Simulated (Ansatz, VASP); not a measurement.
This is a calculation of AlFe for Ansatz 0.2.0.

The input input.yaml:

```yaml
crystal:
  lattice:
    - [2.8904692102, 0.0, 0.0]
    - [0.0, 2.8904692102, 0.0]
    - [0.0, 0.0, 2.8904692102]
  atoms:
    - { symbol: Fe, position: [0.5, 0.5, 0.5], spin: 3.0 }
    - { symbol: Al, position: [0.0, 0.0, 0.0] }
hamiltonian:
  xc: pbe
  pseudopotentials: { kind: paw }
magnetization:
  spin_polarized: true
kpoints:
  mp_grid: { grid: [9, 9, 9] }
scf:
  occupations: { method: fermi_dirac, width: 0.05 }
output:
  forces: true
  stress: true
  eigenvalues: true
```

Potentials or basis: Ansatz PAW.

Launch:

```bash
$ ansatz run input.yaml --threads 2 --pin off --max-ram 5632MiB --backend cpu --events-out ev --progress --plain --runs-dir out
```

Task: Set up the same calculation for VASP 6.6.1. Potentials there: VASP PAW PBE potentials, release 64 (Fe, Al).

Result: As run (the cutoff follows the program's own potentials):

File INCAR:

```
SYSTEM = AlFe
PREC = Accurate
ENCUT = 520
EDIFF = 1E-6
ISMEAR = -1
SIGMA = 0.05
LREAL = .False.
LASPH = .True.
NELM = 150
ALGO = Normal
ISIF = 2
LWAVE = .False.
LCHARG = .False.
ISPIN = 2
MAGMOM = 3 0
LORBIT = 11
LMAXMIX = 4
GGA = PE
NBANDS = 16
```

Contents of KPOINTS:

```
regular mesh
0
Gamma
  9 9 9
  0 0 0
```

File POSCAR:

```
AlFe
1.0
    2.8904692102      0.0000000000      0.0000000000
    0.0000000000      2.8904692102      0.0000000000
    0.0000000000      0.0000000000      2.8904692102
Fe Al
1 1
Direct
    0.5000000000      0.5000000000      0.5000000000
    0.0000000000      0.0000000000      0.0000000000
```

Potentials or basis: VASP PAW PBE potentials, release 64 (Fe, Al).

Command:

```bash
$ cat potpaw_PBE.64/Fe/POTCAR potpaw_PBE.64/Al/POTCAR > POTCAR
$ mpirun -np 1 vasp_std > vasp.out
```

Both were run:

|  | VASP | Ansatz | Ansatz less VASP |
| --- | --- | --- | --- |
| gap on the k mesh at the Fermi level (eV) | none | none | - |
| pressure (GPa) | -2.9 | -3.0 | -0.02 |
| net moment per atom (μB) | 0.32 | 0.32 | +0.002 |

A gap of «none» marks a metal or a gap that the smearing closes. VASP's potentials hold 11 valence electrons a cell and Ansatz's 19, so a difference there can come from the potentials and not from the codes.
